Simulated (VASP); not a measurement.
# Mg3BeS (Pm-3m) in VASP: a series of runs

Runs on Mg3BeS. Level: PBE. Tasks: single point.

All numbers are computed with VASP 6.6.1; they aren't measurements. Logs are shortened: lines on timing, memory, paths and dates and some standing lists are left out, and cuts for length are marked.

**1. The cell of the first run**

Symmetry: Pm-3m, No. 221, cubic system. The conventional cell has a = 4.423 Å, b = 4.423 Å, c = 4.423 Å, α = 90.00°, β = 90.00°, γ = 90.00°. Mg (site symmetry 4/mmm) has 2 S at 2.21 Å within 2.9 Å. Be (site symmetry m-3m) has 12 Mg at 3.13 Å and 8 S at 3.83 Å within 4.1 Å. Within 2.9 Å of S (site symmetry m-3m) lie 6 Mg at 2.21 Å.

**2. Single point, PBE**

Input file INCAR:

```
SYSTEM = Mg3BeS
  PREC = Accurate
  ENCUT = 520
  EDIFF = 1E-6
  ISMEAR = 0
  SIGMA = 0.1
  LREAL = .False.
  LASPH = .True.
  NELM = 100
  ALGO = Normal
  ISIF = 2
  LWAVE = .False.
  LCHARG = .False.
  GGA = PE
  NBANDS = 15
```

Input file KPOINTS:

```
Automatic mesh
0
Gamma
  4 4 4
  0 0 0
```

Input file POSCAR:

```
Mg3BeS
1.0
    4.4233300000      0.0000000000      0.0000000000
    0.0000000000      4.4233300000      0.0000000000
    0.0000000000      0.0000000000      4.4233300000
Mg Be S
3 1 1
Direct
    0.0000000000      0.5000000000      0.5000000000
    0.5000000000      0.0000000000      0.5000000000
    0.5000000000      0.5000000000      0.0000000000
    0.0000000000      0.0000000000      0.0000000000
    0.5000000000      0.5000000000      0.5000000000
```

Potentials or basis: VASP PAW PBE potentials, release 64 (Mg, Be, S).

Command:

```console
> cat potpaw_PBE.64/Mg/POTCAR potpaw_PBE.64/Be/POTCAR potpaw_PBE.64/S/POTCAR > POTCAR
> mpirun -np 1 vasp_std > vasp.out
```

OUTCAR:

```text
SYSTEM = Mg3BeS
   PREC = Accurate
   ENCUT = 520
   EDIFF = 1E-6
   ISMEAR = 0
   LREAL = .False.
   LASPH = .True.
   NELM = 100
   ISIF = 2
   GGA = PE

 ion  position               nearest neighbor table
   1  0.000  0.500  0.500-   5 2.21   5 2.21   2 3.13   3 3.13   2 3.13   2 3.13   3 3.13   3 3.13
                             3 3.13   2 3.13
   2  0.500  0.000  0.500-   5 2.21   5 2.21   1 3.13   3 3.13   1 3.13   3 3.13   3 3.13   3 3.13
                             1 3.13   1 3.13
   3  0.500  0.500  0.000-   5 2.21   5 2.21   1 3.13   1 3.13   2 3.13   2 3.13   2 3.13   2 3.13
                             1 3.13   1 3.13
   4  0.000  0.000  0.000-
   5  0.500  0.500  0.500-   1 2.21   2 2.21   3 2.21   3 2.21   2 2.21   1 2.21

  LATTYP: Found a simple cubic cell.
 ALAT       =     4.4233300000

  Lattice vectors:

 A1 = (   4.4233300000,   0.0000000000,   0.0000000000)
 A2 = (   0.0000000000,   4.4233300000,   0.0000000000)
 A3 = (   0.0000000000,   0.0000000000,   4.4233300000)

Analysis of symmetry for initial positions (statically):
=====================================================================
 Subroutine PRICEL returns:
 Original cell was already a primitive cell.

 Routine SETGRP: Setting up the symmetry group for a
 simple cubic supercell.

 Subroutine GETGRP returns: Found 48 space group operations
 (whereof 48 operations were pure point group operations)
 out of a pool of 48 trial point group operations.

The static configuration has the point symmetry O_h .

Analysis of symmetry for dynamics (positions and initial velocities):
=====================================================================
 Subroutine PRICEL returns:
 Original cell was already a primitive cell.

 Routine SETGRP: Setting up the symmetry group for a
 simple cubic supercell.

 Subroutine GETGRP returns: Found 48 space group operations
 (whereof 48 operations were pure point group operations)
 out of a pool of 48 trial point group operations.

The dynamic configuration has the point symmetry O_h .

 Subroutine INISYM returns: Found 48 space group operations
 (whereof 48 operations are pure point group operations),
 and found     1 'primitive' translations

----------------------------------------------------------------------------------------

                                     Primitive cell

  volume of cell :      86.5462

  direct lattice vectors                    reciprocal lattice vectors
     4.423330000  0.000000000  0.000000000     0.226074021  0.000000000  0.000000000
     0.000000000  4.423330000  0.000000000     0.000000000  0.226074021  0.000000000
     0.000000000  0.000000000  4.423330000     0.000000000  0.000000000  0.226074021

  length of vectors
     4.423330000  4.423330000  4.423330000     0.226074021  0.226074021  0.226074021

  position of ions in fractional coordinates (direct lattice)
     0.000000000  0.500000000  0.500000000
     0.500000000  0.000000000  0.500000000
     0.500000000  0.500000000  0.000000000
     0.000000000  0.000000000  0.000000000
     0.500000000  0.500000000  0.500000000

  ion indices of the primitive-cell ions
   primitive index   ion index
                 1           1
                 2           2
                 3           3
                 4           4
                 5           5

----------------------------------------------------------------------------------------

 KPOINTS: Automatic mesh

Automatic generation of k-mesh.
 Grid dimensions read from file:
 generate k-points for:    4    4    4

 Generating k-lattice:

  Cartesian coordinates                     Fractional coordinates (reciprocal lattice)
     0.056518505  0.000000000  0.000000000     0.250000000  0.000000000  0.000000000
     0.000000000  0.056518505  0.000000000     0.000000000  0.250000000  0.000000000
     0.000000000  0.000000000  0.056518505     0.000000000  0.000000000  0.250000000

  Length of vectors
     0.056518505  0.056518505  0.056518505

  Shift w.r.t. Gamma in fractional coordinates (k-lattice)
     0.000000000  0.000000000  0.000000000

 Subroutine IBZKPT returns following result:
 ===========================================

 Found     10 irreducible k-points:

 Following reciprocal coordinates:
            Coordinates               Weight
  0.000000  0.000000  0.000000      1.000000
  0.250000  0.000000  0.000000      6.000000
  0.500000  0.000000  0.000000      3.000000
  0.250000  0.250000  0.000000     12.000000
  0.500000  0.250000  0.000000     12.000000
  0.500000  0.500000  0.000000      3.000000
  0.250000  0.250000  0.250000      8.000000
  0.500000  0.250000  0.250000     12.000000
  0.500000  0.500000  0.250000      6.000000
  0.500000  0.500000  0.500000      1.000000
   k-points           NKPTS =     10   k-points in BZ     NKDIM =     10   number of bands    NBANDS=     15
   number of dos      NEDOS =    301   number of ions     NIONS =      5
   total plane-waves  NPLWV =  46656
   dimension x,y,z NGX =    36 NGY =   36 NGZ =   36
   dimension x,y,z NGXF=    72 NGYF=   72 NGZF=   72
   ions per type =               3   1   1
   NGX,Y,Z   is equivalent  to a cutoff of  13.53, 13.53, 13.53 a.u.
   NGXF,Y,Z  is equivalent  to a cutoff of  27.06, 27.06, 27.06 a.u.
 SYSTEM =  Mg3BeS
   PREC   = accura    normal or accurate (medium, high low for compatibility)
   ISTART =      0    job   : 0-new  1-cont  2-samecut
   ICHARG =      2    charge: 1-file 2-atom 10-const
   ISPIN  =      1    spin polarized calculation?
   LNONCOLLINEAR =      F non collinear calculations
   LSORBIT =      F    spin-orbit coupling
   LASPH  =      T    aspherical Exc in radial PAW
   ENCUT  =  520.0 eV  38.22 Ry    6.18 a.u.   8.22  8.22  8.22*2*pi/ulx,y,z
   NELM   =    100;   NELMIN=  2; NELMDL= -5     # of ELM steps
   EDIFF  = 0.1E-05   stopping-criterion for ELM
   LREAL  =      F    real-space projection
   EDIFFG = 0.1E-04   stopping-criterion for IOM
   NSW    =      0    number of steps for IOM
   IBRION =     -1    ionic relax: 0-MD 1-quasi-New 2-CG
   NFREE  =      0    steps in history (QN), initial steepest desc. (CG)
   ISIF   =      2    stress and relaxation
   ISYM   =      2    0-nonsym 1-usesym 2-fastsym
   POTIM  = 0.5000    time-step for ionic-motion
   TEBEG  =    0.0;   TEEND  =   0.0 temperature during run
   PSTRESS=    0.0 pullay stress
   NELECT =      14.0000    total number of electrons
   NUPDOWN=      -1.0000    fix difference up-down
   EMIN   =  10.00;   EMAX   =-10.00  energy-range for DOS
   EFERMI =   0.00;   METHOD = LEGACY
   ISMEAR =     0;   SIGMA  =   0.10  broadening in eV -4-tet -1-fermi 0-gaus
   EFERMI_NEDOS =   21; number of points for ismear=-14 and -15
   IALGO  =     38    algorithm
   IMIX   =      4    mixing-type and parameters
     AMIX     =   0.40;   BMIX     =  1.00
     AMIX_MAG =   1.60;   BMIX_MAG =  1.00
  volume/ion in A,a.u.               =      17.31       116.81
  Fermi-wavevector in a.u.,A,eV,Ry     =   0.892007  1.685648 10.825831  0.795676
  Thomas-Fermi vector in A             =   2.013900
   LORBIT       =      0    0 simple, 1 ext, 2 COOP (PROOUT), +10 PAW based schemes
   GGA     = PE    functional components
   LHFCALC =     F    Hartree Fock is set to
   AEXX    =    0.0000 exact exchange contribution
   IVDW    =     0    specifies the selected vdW correction
   LEPSILON=     F    determine dielectric tensor
   LRPA    =     F    only Hartree local field effects (RPA)
 non-spin polarized calculation
 Gauss-broadening in eV      SIGMA  =   0.10
  energy-cutoff  :      520.00
  volume of cell :       86.55
 maximum number of plane-waves:      2360
 NGX is ok and might be reduce to    36
   NGX = 17   NGY = 17   NGZ = 17

 number of electron      14.0000001 magnetization

 Free energy of the ion-electron system (eV)
  ---------------------------------------------------
  ext. energy  EPLUGINS =         0.00000000
  ---------------------------------------------------
  free energy    TOTEN  =       -10.46537661 eV

  energy without entropy =      -10.45442028  energy(sigma->0) =      -10.45989844

 E-fermi :   4.5151     XC(G=0):  -9.2589

 val. band max:        4.5021401959   @ k =   0.5000   0.5000   0.2500
 cond. band min:       4.8814486756   @ k =   0.5000   0.0000   0.0000
 fundamental gap:      0.3793084796
 Fermi energy:         4.5150913434

 k-point     1 :       0.0000    0.0000    0.0000
  band No.  band energies     occupation
      1     -11.4534      2.00000
      2      -1.7203      2.00000
      3      -1.7203      2.00000
      4      -1.7203      2.00000
      5      -0.5069      2.00000
      6       4.9548      0.00000
      7       4.9548      0.00000
      8       6.1819      0.00000
      9       6.1819      0.00000
     10       6.1819      0.00000
     11       8.5710      0.00000
     12       8.5710      0.00000
     13       8.5710      0.00000
     14       9.8563      0.00000
     15      11.6561      0.00000

 k-point     2 :       0.2500    0.0000    0.0000
  band No.  band energies     occupation
      1     -11.3676      2.00000
      2      -2.6633      2.00000
      3      -1.6464      2.00000
      4      -1.6464      2.00000
      5       0.4721      2.00000
      6       3.8506      2.00000
      7       5.4222      0.00000
      8       5.4428      0.00000
      9       5.4428      0.00000
     10       7.3739      0.00000
     11       8.8079      0.00000
     12       9.0164      0.00000
     13       9.0164      0.00000
     14       9.0581      0.00000
     15      10.7738      0.00000
[... 113 lines left out ...]
      3      -2.6706      2.00000
      4      -2.0239      2.00000
      5       1.2512      2.00000
      6       3.0147      2.00000
      7       3.0147      2.00000
      8       4.5021      1.14533
      9       6.6824      0.00000
     10       7.7440      0.00000
     11       7.7440      0.00000
     12      10.4952      0.00000
     13      11.0344      0.00000
     14      11.1867      0.00000
     15      12.1132      0.00000

 k-point    10 :       0.5000    0.5000    0.5000
  band No.  band energies     occupation
      1     -10.9545      2.00000
      2      -2.4991      2.00000
      3      -2.4991      2.00000
      4      -2.4991      2.00000
      5       2.2702      2.00000
      6       2.2702      2.00000
      7       2.2702      2.00000
      8       2.7103      2.00000
      9       8.5455      0.00000
     10       8.5455      0.00000
     11       8.5455      0.00000
     12      11.2704      0.00000
     13      11.2704      0.00000
     14      11.8328      0.00000
     15      11.8330      0.00000

------------------------ aborting loop because EDIFF is reached ----------------------------------------

  FORCE on cell =-STRESS in cart. coord.  units (eV):
  Direction    XX          YY          ZZ          XY          YZ          ZX
  --------------------------------------------------------------------------------------
  -------------------------------------------------------------------------------------
  Total        9.0685710      9.0685710      9.0685710     -0.0000000     -0.0000000      0.0000000
  in kB      167.8809501    167.8809501    167.8809501     -0.0000000     -0.0000000      0.0000000
  external PRESSURE =     167.8809501 kB  Pullay stress =       0.0000000 kB

 VOLUME and BASIS-vectors are now :
 -----------------------------------------------------------------------------
  energy-cutoff  :      520.00
  volume of cell :       86.55
      direct lattice vectors                 reciprocal lattice vectors
     4.423330000  0.000000000  0.000000000     0.226074021  0.000000000  0.000000000
     0.000000000  4.423330000  0.000000000     0.000000000  0.226074021  0.000000000
     0.000000000  0.000000000  4.423330000     0.000000000  0.000000000  0.226074021

 POSITION                                       TOTAL-FORCE (eV/Angst)
 -----------------------------------------------------------------------------------
      0.00000      2.21166      2.21166         0.000000      0.000000      0.000000
      2.21166      0.00000      2.21166         0.000000      0.000000      0.000000
      2.21166      2.21166      0.00000         0.000000      0.000000      0.000000
      0.00000      0.00000      0.00000         0.000000      0.000000      0.000000
      2.21166      2.21166      2.21166         0.000000      0.000000      0.000000
 -----------------------------------------------------------------------------------
    total drift:                                0.000000      0.000000      0.000000

  FREE ENERGIE OF THE ION-ELECTRON SYSTEM (eV)
  ---------------------------------------------------
  free  energy   TOTEN  =       -10.4653766109 eV

  energy  without entropy=      -10.4544202790  energy(sigma->0) =      -10.45989844
```

It took 8 s on 1 thread of Intel Xeon 6975P-C (Granite Rapids), shared host; peak memory 0.2 GiB.

What came out:

```
Free energy            : -10.4654 eV
Pressure               : 16.8 GPa
Band gap on the k mesh : zero (band 7 reaches 5.42 eV, above the bottom of band 8 at 2.71 eV)
```

[end of part 1 of 2]
